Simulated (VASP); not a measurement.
# Bi2Te3 (R-3m) in VASP: single point with PBEsol

Aim: the single point of Bi2Te3 with PBEsol.

All numbers are computed with VASP 6.6.1; they aren't measurements. Logs are shortened: lines on timing, memory, paths and dates and some standing lists are left out, and cuts for length are marked.

## Step 1: The cell of the first run

The structure is trigonal, space group R-3m (No. 166). Conventional cell: a = 4.382 Å, b = 4.382 Å, c = 30.294 Å, α = 90.00°, β = 90.00°, γ = 120.00°. Within 4.0 Å of Bi (site symmetry 3m) lie 6 Te at 3.06 to 3.23 Å. Within 4.6 Å of Te (site symmetry -3m) lie 6 Bi at 3.23 Å and 12 Te at 4.38 to 4.51 Å. Within 4.0 Å of Te (site symmetry 3m) lie 3 Bi at 3.06 Å and 3 Te at 3.64 Å.

## Step 2: Single point, PBEsol

Contents of INCAR:

```
SYSTEM = Bi2Te3
PREC     = Accurate       ! precision mode
ENCUT    = 520            ! plane-wave cutoff, eV
EDIFF    = 1E-6           ! SCF threshold, eV
ISMEAR   = 0              ! smearing method
SIGMA    = 0.01           ! smearing width, eV
LREAL    = .False.        ! projectors in reciprocal space
LASPH    = .True.         ! aspherical terms in the spheres
NELM     = 80             ! most SCF steps
ALGO     = Normal         ! electronic algorithm
ISIF     = 2              ! what is computed and relaxed
LWAVE    = .False.        ! write WAVECAR
LCHARG   = .False.        ! write CHGCAR
GGA      = PS             ! functional
NBANDS   = 32             ! bands
```

Contents of KPOINTS:

```
regular mesh
0
Gamma
  9 9 9
  0 0 0
```

Contents of POSCAR:

```
Bi2Te3
1.0
    2.1911535749      1.2650631063     10.0979874700
   -2.1911535749      1.2650631063     10.0979874700
    0.0000000000     -2.5301262126     10.0979874700
Bi Te
2 3
Direct
    0.3998739474      0.3998739474      0.3998739474
    0.6001260526      0.6001260526      0.6001260526
    0.0000000000      0.0000000000      0.0000000000
    0.2099472617      0.2099472617      0.2099472617
    0.7900527383      0.7900527383      0.7900527383
```

Potentials or basis: VASP PAW PBE potentials, release 64 (Bi_d, Te).

Launch:

```console
$ cat potpaw_PBE.64/Bi_d/POTCAR potpaw_PBE.64/Te/POTCAR > POTCAR
$ mpirun -np 1 vasp_std > vasp.out
```

OUTCAR:

```text
SYSTEM = Bi2Te3
   PREC = Accurate
   ENCUT = 520
   EDIFF = 1E-6
   ISMEAR = 0
   LREAL = .False.
   LASPH = .True.
   NELM = 80
   ISIF = 2
   GGA = PS

 ion  position               nearest neighbor table
   1  0.400  0.400  0.400-   5 3.06   5 3.06   5 3.06   3 3.23   3 3.23   3 3.23
   2  0.600  0.600  0.600-   4 3.06   4 3.06   4 3.06   3 3.23   3 3.23   3 3.23
   3  0.000  0.000  0.000-   2 3.23   1 3.23   2 3.23   2 3.23   1 3.23   1 3.23
   4  0.210  0.210  0.210-   2 3.06   2 3.06   2 3.06   5 3.64   5 3.64   5 3.64
   5  0.790  0.790  0.790-   1 3.06   1 3.06   1 3.06   4 3.64   4 3.64   4 3.64

  LATTYP: Found a trigonal (rhomboedric) cell.
 ALAT       =    10.4101339855
 COS(alpha) =     0.9113940283

  Lattice vectors:

 A1 = (   2.1911535749,   1.2650631063,  10.0979874700)
 A2 = (  -2.1911535749,   1.2650631063,  10.0979874700)
 A3 = (   0.0000000000,  -2.5301262126,  10.0979874700)

Analysis of symmetry for initial positions (statically):
=====================================================================
 Subroutine PRICEL returns:
 Original cell was already a primitive cell.

 Routine SETGRP: Setting up the symmetry group for a
 trigonal (rhombohedral) supercell.

 Subroutine GETGRP returns: Found 12 space group operations
 (whereof 12 operations were pure point group operations)
 out of a pool of 12 trial point group operations.

The static configuration has the point symmetry D_3d.

Analysis of symmetry for dynamics (positions and initial velocities):
=====================================================================
 Subroutine PRICEL returns:
 Original cell was already a primitive cell.

 Routine SETGRP: Setting up the symmetry group for a
 trigonal (rhombohedral) supercell.

 Subroutine GETGRP returns: Found 12 space group operations
 (whereof 12 operations were pure point group operations)
 out of a pool of 12 trial point group operations.

The dynamic configuration has the point symmetry D_3d.

 Subroutine INISYM returns: Found 12 space group operations
 (whereof 12 operations are pure point group operations),
 and found     1 'primitive' translations

----------------------------------------------------------------------------------------

                                     Primitive cell

  volume of cell :     167.9465
[... 94 lines left out ...]
   NELM   =     80;   NELMIN=  2; NELMDL= -5     # of ELM steps
   EDIFF  = 0.1E-05   stopping-criterion for ELM
   LREAL  =      F    real-space projection
   EDIFFG = 0.1E-04   stopping-criterion for IOM
   NSW    =      0    number of steps for IOM
   IBRION =     -1    ionic relax: 0-MD 1-quasi-New 2-CG
   NFREE  =      0    steps in history (QN), initial steepest desc. (CG)
   ISIF   =      2    stress and relaxation
   ISYM   =      2    0-nonsym 1-usesym 2-fastsym
   POTIM  = 0.5000    time-step for ionic-motion
   TEBEG  =    0.0;   TEEND  =   0.0 temperature during run
   PSTRESS=    0.0 pullay stress
   NELECT =      48.0000    total number of electrons
   NUPDOWN=      -1.0000    fix difference up-down
   EMIN   =  10.00;   EMAX   =-10.00  energy-range for DOS
   EFERMI =   0.00;   METHOD = LEGACY
   ISMEAR =     0;   SIGMA  =   0.01  broadening in eV -4-tet -1-fermi 0-gaus
   EFERMI_NEDOS =   21; number of points for ismear=-14 and -15
   IALGO  =     38    algorithm
   IMIX   =      4    mixing-type and parameters
     AMIX     =   0.40;   BMIX     =  1.00
     AMIX_MAG =   1.60;   BMIX_MAG =  1.00
  volume/ion in A,a.u.               =      33.59       226.67
  Fermi-wavevector in a.u.,A,eV,Ry     =   1.078363  2.037810 15.821756  1.162866
  Thomas-Fermi vector in A             =   2.214299
   LORBIT       =      0    0 simple, 1 ext, 2 COOP (PROOUT), +10 PAW based schemes
   GGA     = PS    functional components
   LHFCALC =     F    Hartree Fock is set to
   AEXX    =    0.0000 exact exchange contribution
   IVDW    =     0    specifies the selected vdW correction
   LEPSILON=     F    determine dielectric tensor
   LRPA    =     F    only Hartree local field effects (RPA)
 non-spin polarized calculation
 Gauss-broadening in eV      SIGMA  =   0.01
  energy-cutoff  :      520.00
  volume of cell :      167.95
 maximum number of plane-waves:      4546
 NGX is ok and might be reduce to    80
   NGX = 39   NGY = 39   NGZ = 39

 number of electron      48.0000007 magnetization

 Free energy of the ion-electron system (eV)
  ---------------------------------------------------
  ext. energy  EPLUGINS =         0.00000000
  ---------------------------------------------------
  free energy    TOTEN  =       -20.29722954 eV

  energy without entropy =      -20.29722954  energy(sigma->0) =      -20.29722954

 E-fermi :   6.2632     XC(G=0):  -9.5257

 val. band max:        6.1600710936   @ k =   0.0000   0.0000   0.0000
 cond. band min:       6.3614722741   @ k =   0.0000   0.0000   0.0000
 fundamental gap:      0.2014011805
 Fermi energy:         6.2631737310

 k-point     1 :       0.0000    0.0000    0.0000
  band No.  band energies     occupation
      1     -16.9518      2.00000
      2     -16.9518      2.00000
      3     -16.9501      2.00000
      4     -16.9501      2.00000
      5     -16.9426      2.00000
      6     -16.9412      2.00000
[... 829 lines left out ...]
     31      11.0630      0.00000
     32      11.7609      0.00000

 [... further k-points ...]

------------------------ aborting loop because EDIFF is reached ----------------------------------------

  FORCE on cell =-STRESS in cart. coord.  units (eV):
  Direction    XX          YY          ZZ          XY          YZ          ZX
  --------------------------------------------------------------------------------------
  -------------------------------------------------------------------------------------
  Total        0.0015397      0.0015397      0.0127591      0.0000000      0.0000000      0.0000000
  in kB        0.0146884      0.0146884      0.1217196      0.0000000      0.0000000      0.0000000
  external PRESSURE =       0.0503654 kB  Pullay stress =       0.0000000 kB

 VOLUME and BASIS-vectors are now :
 -----------------------------------------------------------------------------
  energy-cutoff  :      520.00
  volume of cell :      167.95
      direct lattice vectors                 reciprocal lattice vectors
     2.191153575  1.265063106 10.097987470     0.228190304  0.131745733  0.033009878
    -2.191153575  1.265063106 10.097987470    -0.228190304  0.131745733  0.033009878
     0.000000000 -2.530126213 10.097987470     0.000000000 -0.263491467  0.033009878

 POSITION                                       TOTAL-FORCE (eV/Angst)
 -----------------------------------------------------------------------------------
      0.00000      0.00000     12.11377        -0.000000     -0.000000     -0.012208
      0.00000      0.00000     18.18020        -0.000000      0.000000      0.012208
      0.00000      0.00000      0.00000         0.000000     -0.000000     -0.000000
      0.00000      0.00000      6.36013        -0.000000      0.000000     -0.018277
      0.00000      0.00000     23.93383        -0.000000      0.000000      0.018277
 -----------------------------------------------------------------------------------
    total drift:                                0.000000      0.000000     -0.000000

  FREE ENERGIE OF THE ION-ELECTRON SYSTEM (eV)
  ---------------------------------------------------
  free  energy   TOTEN  =       -20.2972295443 eV

  energy  without entropy=      -20.2972295443  energy(sigma->0) =      -20.29722954
```

OSZICAR:

```text
N       E                     dE             d eps       ncg     rms          rms(c)
DAV:   1     0.432244736836E+03    0.43224E+03   -0.21663E+04  5448   0.145E+03
DAV:   2     0.259823537694E+02   -0.40626E+03   -0.39010E+03  5640   0.376E+02
DAV:   3    -0.185841817710E+02   -0.44567E+02   -0.42572E+02  7040   0.137E+02
DAV:   4    -0.204736188510E+02   -0.18894E+01   -0.18831E+01  6072   0.302E+01
DAV:   5    -0.205638153174E+02   -0.90196E-01   -0.90190E-01  8064   0.656E+00    0.789E+00
DAV:   6    -0.202991541581E+02    0.26466E+00   -0.32200E-01  7384   0.455E+00    0.569E+00
DAV:   7    -0.202995399445E+02   -0.38579E-03   -0.20323E-01  6880   0.205E+00    0.963E-01
DAV:   8    -0.202975946967E+02    0.19452E-02   -0.27861E-02  6184   0.100E+00    0.517E-01
DAV:   9    -0.202971201069E+02    0.47459E-03   -0.30296E-03  6640   0.370E-01    0.328E-01
DAV:  10    -0.202972271345E+02   -0.10703E-03   -0.75522E-04  5912   0.147E-01    0.612E-02
DAV:  11    -0.202972277181E+02   -0.58364E-06   -0.45113E-05  6592   0.464E-02    0.277E-02
DAV:  12    -0.202972303581E+02   -0.26400E-05   -0.21282E-05  6000   0.189E-02    0.198E-02
DAV:  13    -0.202972295443E+02    0.81375E-06   -0.16877E-06  4616   0.725E-03
   1 F= -.20297230E+02 E0= -.20297230E+02  d E =-.840564E-47
```

stdout:

```text
POSCAR found type information on POSCAR BiTe
 POSCAR found :  2 types and       5 ions
 scaLAPACK will be used
 -----------------------------------------------------------------------------
|                                                                             |
|                                                                             |
|     You enforced a specific xc type in the INCAR file but a different       |
|     I HOPE YOU KNOW WHAT YOU ARE DOING!                                     |
|                                                                             |
 -----------------------------------------------------------------------------

 LDA part: xc-table for (Slater+PW92), standard interpolation
 POSCAR, INCAR and KPOINTS ok, starting setup
 FFT: planning ... GRIDC
 FFT: planning ... GRID_SOFT
 FFT: planning ... GRID
 WAVECAR not read
 entering main loop
```

Wall time 64 min (1 thread of AMD EPYC 7R43 (Zen 3), shared host); peak memory 1.1 GiB.

Results:

| Quantity | Value |
| --- | --- |
| Free energy | -20.2972 eV |
| Pressure | 0.0 GPa |
| Largest force | 0.018 eV/Å |
| Band gap on the k mesh | 0.20 eV |

Forces in eV/Å, atoms in the order of the input:
```
Bi   0.000  0.000 -0.012
Bi   0.000  0.000  0.012
Te   0.000  0.000  0.000
Te   0.000  0.000 -0.018
Te   0.000  0.000  0.018
```

Caveat: the PAW data sets were made with another functional, which shifts forces and pressure a little; spin-orbit coupling is left out, which moves the levels of the heavy elements; an odd mesh through Γ misses points on the zone boundary, where band edges can lie.
